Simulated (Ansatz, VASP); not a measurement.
# GeCl3: VASP beside Ansatz

```
Ge Cl
1.0
    -3.10854    3.10854    2.58358
     3.10854   -3.10854    2.58358
     3.10854    3.10854   -2.58358
Ge Cl
1 3
Direct
  0.50000 0.50000 0.00000
  0.75000 0.25000 0.50000
  0.25000 0.75000 0.50000
  0.00000 0.00000 0.00000
```

Alike in both runs: functional PBE; k mesh 4 × 4 × 4; occupations gaussian, width 0.1 eV; no spin polarisation.

Ansatz relaxed the structure, and its values are those at the end. VASP's run is a single point on that final structure, the one shown.

|  | VASP | Ansatz |
| --- | --- | --- |
| version | VASP 6.6.1 | Ansatz 0.2.0 |
| potentials or method | VASP PAW PBE potentials, release 64 (Ge_d, Cl), cutoff 520 eV | scalar-relativistic, plane waves, PAW |
| valence electrons in the cell | 35 | 35 |

```tsv
	VASP	Ansatz	Ansatz less VASP
gap on the k mesh at the Fermi level (eV)	none	none	-
pressure (GPa)	-0.2	-0.1	+0.09
```

A gap of «none» marks a metal or a gap that the smearing closes.

The k mesh is coarse, so the values compare programs but aren't converged.
